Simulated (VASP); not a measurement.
# NaCl (P4/mmm) in VASP: further runs, part 2 of 2

VASP 6.6.1. The steps go on from the part before.

### 4 Electric field gradients, PBEsol (equal xx and yy strain of +1 %)

File INCAR:

```
SYSTEM = NaCl
  PREC = Accurate
  ENCUT = 520
  EDIFF = 1E-8
  ISMEAR = -1
  SIGMA = 0.02
  LREAL = .FALSE.
  LASPH = .TRUE.
  NELM = 80
  ALGO = Normal
  ISIF = 2
  LWAVE = .FALSE.
  LCHARG = .FALSE.
  GGA = PS
  LEFG = .TRUE.
  NBANDS = 14
```

File KPOINTS:

```
Automatic mesh
0
G
  8 8 8
  0 0 0
```

File POSCAR:

```
NaCl
1.0
    2.8886000000      0.0000000000      0.0000000000
    0.0000000000      2.8886000000      0.0000000000
    0.0000000000      0.0000000000      2.8600000000
Na Cl
1 1
Direct
    0.0000000000      0.0000000000      0.0000000000
    0.5000000000      0.5000000000      0.5000000000
```

Potentials or basis: VASP PAW PBE potentials, release 64 (Na_pv, Cl).

Launch:

```bash
$ cat potpaw_PBE.64/Na_pv/POTCAR potpaw_PBE.64/Cl/POTCAR > POTCAR
$ mpirun -np 1 vasp_std > vasp.out
```

OUTCAR:

```text
SYSTEM = NaCl
   PREC = Accurate
   ENCUT = 520
   EDIFF = 1E-8
   ISMEAR = -1
   LREAL = .FALSE.
   LASPH = .TRUE.
   NELM = 80
   ISIF = 2
   GGA = PS

 ion  position               nearest neighbor table
   1  0.000  0.000  0.000-   2 2.49   2 2.49   2 2.49   2 2.49   2 2.49   2 2.49   2 2.49   2 2.49

   2  0.500  0.500  0.500-   1 2.49   1 2.49   1 2.49   1 2.49   1 2.49   1 2.49   1 2.49   1 2.49

  LATTYP: Found a simple tetragonal cell.
 ALAT       =     2.8886000000
 C/A-ratio  =     0.9900990099

  Lattice vectors:

 A1 = (   2.8886000000,   0.0000000000,   0.0000000000)
 A2 = (   0.0000000000,   2.8886000000,   0.0000000000)
 A3 = (   0.0000000000,   0.0000000000,   2.8600000000)

Analysis of symmetry for initial positions (statically):
=====================================================================
 Subroutine PRICEL returns:
 Original cell was already a primitive cell.

 Routine SETGRP: Setting up the symmetry group for a
 simple tetragonal supercell.

 Subroutine GETGRP returns: Found 16 space group operations
 (whereof 16 operations were pure point group operations)
 out of a pool of 16 trial point group operations.

The static configuration has the point symmetry D_4h.

Analysis of symmetry for dynamics (positions and initial velocities):
=====================================================================
 Subroutine PRICEL returns:
 Original cell was already a primitive cell.

 Routine SETGRP: Setting up the symmetry group for a
 simple tetragonal supercell.

 Subroutine GETGRP returns: Found 16 space group operations
 (whereof 16 operations were pure point group operations)
 out of a pool of 16 trial point group operations.

The dynamic configuration has the point symmetry D_4h.

 Subroutine INISYM returns: Found 16 space group operations
 (whereof 16 operations are pure point group operations),
 and found     1 'primitive' translations

----------------------------------------------------------------------------------------

                                     Primitive cell

  volume of cell :      23.8639

  direct lattice vectors                    reciprocal lattice vectors
     2.888600000  0.000000000  0.000000000     0.346188465  0.000000000  0.000000000
     0.000000000  2.888600000  0.000000000     0.000000000  0.346188465  0.000000000
     0.000000000  0.000000000  2.860000000     0.000000000  0.000000000  0.349650350

  length of vectors
     2.888600000  2.888600000  2.860000000     0.346188465  0.346188465  0.349650350

  position of ions in fractional coordinates (direct lattice)
     0.000000000  0.000000000  0.000000000
     0.500000000  0.500000000  0.500000000

  ion indices of the primitive-cell ions
   primitive index   ion index
                 1           1
                 2           2

----------------------------------------------------------------------------------------

 KPOINTS: Automatic mesh

Automatic generation of k-mesh.
[... 84 lines left out ...]
   IMIX   =      4    mixing-type and parameters
     AMIX     =   0.40;   BMIX     =  1.00
     AMIX_MAG =   1.60;   BMIX_MAG =  1.00
  volume/ion in A,a.u.               =      11.93        80.52
  Fermi-wavevector in a.u.,A,eV,Ry     =   1.370473  2.589819 25.554420  1.878197
  Thomas-Fermi vector in A             =   2.496256
   LORBIT       =      0    0 simple, 1 ext, 2 COOP (PROOUT), +10 PAW based schemes
   GGA     = PS    functional components
   LHFCALC =     F    Hartree Fock is set to
   AEXX    =    0.0000 exact exchange contribution
   IVDW    =     0    specifies the selected vdW correction
   LEPSILON=     F    determine dielectric tensor
   LRPA    =     F    only Hartree local field effects (RPA)
 non-spin polarized calculation
  energy-cutoff  :      520.00
  volume of cell :       23.86
 maximum number of plane-waves:       657
 NGX is ok and might be reduce to    24
   NGX = 11   NGY = 11   NGZ = 11

 number of electron      14.0000001 magnetization

 Free energy of the ion-electron system (eV)
  ---------------------------------------------------
  ext. energy  EPLUGINS =         0.00000000
  ---------------------------------------------------
  free energy    TOTEN  =        -4.94824878 eV

  energy without entropy =       -4.94824878  energy(sigma->0) =       -4.94824878

 E-fermi :   6.9609     XC(G=0): -11.4550

 val. band max:        6.5533396328   @ k =   0.5000   0.5000   0.0000
 cond. band min:      10.7447942696   @ k =   0.5000   0.5000   0.0000
 fundamental gap:      4.1914546368
 Fermi energy:         6.9609065943

 k-point     1 :       0.0000    0.0000    0.0000
  band No.  band energies     occupation
      1     -16.0396      2.00000
      2     -16.0396      2.00000
      3     -16.0324      2.00000
      4     -10.3597      2.00000
      5       5.1697      2.00000
      6       5.1697      2.00000
      7       5.3452      2.00000
      8      13.0167      0.00000
      9      13.1079      0.00000
     10      13.5281      0.00000
     11      24.1067      0.00000
     12      24.3309      0.00000
     13      24.3309      0.00000
     14      28.4365      0.00000
[... 377 lines left out ...]
      1     -16.4065      2.00000
      2     -16.0468      2.00000
      3     -16.0332      2.00000
      4      -8.5749      2.00000
      5       0.0212      2.00000
      6       4.8209      2.00000
      7       5.0023      2.00000
      8      16.2043      0.00000
      9      16.4713      0.00000
     10      16.8716      0.00000
     11      17.3445      0.00000
     12      22.2685      0.00000
     13      22.9849      0.00000
     14      23.9247      0.00000

 [... further k-points ...]

------------------------ aborting loop because EDIFF is reached ----------------------------------------

  FORCE on cell =-STRESS in cart. coord.  units (eV):
  Direction    XX          YY          ZZ          XY          YZ          ZX
  --------------------------------------------------------------------------------------
  -------------------------------------------------------------------------------------
  Total        8.1180528      8.1180528      8.4850002      0.0000000      0.0000000      0.0000000
  in kB      545.0315020    545.0315020    569.6676984      0.0000000      0.0000000      0.0000000
  external PRESSURE =     553.2435674 kB  Pullay stress =       0.0000000 kB

 VOLUME and BASIS-vectors are now :
 -----------------------------------------------------------------------------
  energy-cutoff  :      520.00
  volume of cell :       23.86
      direct lattice vectors                 reciprocal lattice vectors
     2.888600000  0.000000000  0.000000000     0.346188465  0.000000000  0.000000000
     0.000000000  2.888600000  0.000000000     0.000000000  0.346188465  0.000000000
     0.000000000  0.000000000  2.860000000     0.000000000  0.000000000  0.349650350

 POSITION                                       TOTAL-FORCE (eV/Angst)
 -----------------------------------------------------------------------------------
      0.00000      0.00000      0.00000         0.000000      0.000000      0.000000
      1.44430      1.44430      1.43000         0.000000      0.000000      0.000000
 -----------------------------------------------------------------------------------
    total drift:                                0.000000     -0.000000     -0.000000

  FREE ENERGIE OF THE ION-ELECTRON SYSTEM (eV)
  ---------------------------------------------------
  free  energy   TOTEN  =        -4.9482487790 eV

  energy  without entropy=       -4.9482487790  energy(sigma->0) =       -4.94824878

 Electric field gradients (V/A^2)
---------------------------------------------------------------------
 ion       V_xx      V_yy      V_zz      V_xy      V_xz      V_yz
---------------------------------------------------------------------
   1      -0.316    -0.316     0.632     0.000     0.000     0.000
   2       2.772     2.772    -5.544     0.000     0.000    -0.000
---------------------------------------------------------------------

 Electric field gradients after diagonalization (V/A^2)
 (convention: |V_zz| > |V_xx| > |V_yy|)
----------------------------------------------------------------------
 ion       V_xx      V_yy      V_zz     asymmetry (V_yy - V_xx)/ V_zz
----------------------------------------------------------------------
   1      -0.316    -0.316     0.632       0.000
   2       2.772     2.772    -5.544       0.000
----------------------------------------------------------------------

           NMR quadrupolar parameters

 Cq : quadrupolar parameter    Cq=e*Q*V_zz/h
 eta: asymmetry parameters     (V_yy - V_xx)/ V_zz
 Q  : nuclear electric quadrupole moment in mb (millibarn)
----------------------------------------------------------------------
 ion       Cq(MHz)       eta       Q (mb)
----------------------------------------------------------------------
   1       0.002       0.000       1.000
   2      -0.013       0.000       1.000
----------------------------------------------------------------------
```

stdout:

```text
POSCAR found type information on POSCAR NaCl
 POSCAR found :  2 types and       2 ions
 scaLAPACK will be used
 -----------------------------------------------------------------------------
|                                                                             |
|                                                                             |
|     You enforced a specific xc type in the INCAR file but a different       |
|     I HOPE YOU KNOW WHAT YOU ARE DOING!                                     |
|                                                                             |
 -----------------------------------------------------------------------------

 LDA part: xc-table for (Slater+PW92), standard interpolation
 POSCAR, INCAR and KPOINTS ok, starting setup
 FFT: planning ... GRIDC
 FFT: planning ... GRID_SOFT
 FFT: planning ... GRID
 WAVECAR not read
 entering main loop
ion   1

ion   2
```

Wall time 24 s (1 thread of Intel Xeon 8259CL, shared host); peak memory 0.15 GiB.

What came out:

- Free energy: -4.9482 eV
- Pressure: 55.3 GPa
- Band gap on the k mesh: 4.19 eV
- Largest electric field gradient by atom: Na +0.6; Cl -5.5 V/Å²

Electric field gradients, principal values (V/Å²):
```tsv
atom	least	middle	greatest (by size)
1 Na	-0.316	-0.316	0.632
2 Cl	2.772	2.772	-5.544
```

Caveat: the cell differs from its parent crystal (equal xx and yy strain of +1 %); the cell stands under pressure; without QUAD_EFG the Cq values of the log hold for a quadrupole moment of 1 mb, not for the nuclei; the PAW data sets were made with another functional, which shifts forces and pressure a little. A k mesh can miss the band edges.

### 5 Summary

| cell | gap on the mesh (eV) | pressure (GPa) |
| --- | --- | --- |
| a = 2.831, b = 2.831, c = 2.860 Å, 2 atoms | 4.07 | 65.2 |
| a = 2.860, b = 2.860, c = 2.889 Å, 2 atoms | 4.20 | 57.7 |
| a = 2.889, b = 2.889, c = 2.860 Å, 2 atoms | 4.19 | 55.3 |

Alike in all rows: task electric field gradients; level PBEsol; potentials or basis VASP PAW PBE potentials, release 64 (Na_pv, Cl); no spin polarisation; k mesh 8 × 8 × 8; cutoff (eV) 520; smearing fermi-dirac 0.02 eV.

Caveats: the cell stands under pressure; the PAW data sets were made with another functional, which shifts forces and pressure a little.

Total energies depend on the potentials used, so only differences within one code and one set of settings carry meaning.
